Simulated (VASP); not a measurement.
Here is a VASP 6.6.1 calculation.

Contents of INCAR:

```
PREC = Accurate
ENCUT = 600
EDIFF = 1E-6
ISMEAR = 0
SIGMA = 0.15
LREAL = False
LASPH = True
NELM = 60
ALGO = Normal
ISIF = 3
LWAVE = False
LCHARG = False
GGA = PS
IBRION = 2
NSW = 80
EDIFFG = -0.01
```

The input KPOINTS:

```
Automatic mesh
0
Gamma
  10 10 5
```

The input POSCAR:

```
Ir
1.0
    2.7513778900      0.0000000000      0.0000000000
   -1.3756889500      2.3827631500      0.0000000000
    0.0000000000      0.0000000000      4.4622900000
Ir
2
Direct
    0.6666666720      0.3333333319      0.7500000000
    0.3333333337      0.6666666723      0.2500000000
```

Potentials or basis: VASP PAW PBE potentials, release 64 (Ir).

Command:

```bash
$ cat potpaw_PBE.64/Ir/POTCAR > POTCAR
$ mpirun -np 1 vasp_std > vasp.out
```

Task: Predict the relaxed volume.

Result: 14.16 Å³/atom.

Task: Predict the space group after relaxing (to 0.05 Å).

Result: P6_3/mmc (No. 194).

Task: Predict the relaxed cell.

Result: a = 2.710 Å, b = 2.710 Å, c = 4.452 Å, α = 90.00°, β = 90.00°, γ = 120.00°.

Final structure:
```
Ir
1.0
     2.71007    0.00000    0.00000
    -1.35504    2.34699    0.00000
     0.00000    0.00000    4.45239
Ir
2
Cartesian
  1.3550 0.7823 3.3393
  0.0000 1.5647 1.1131
```

Caveat: the PAW data sets were made with another functional, which shifts forces and pressure a little.
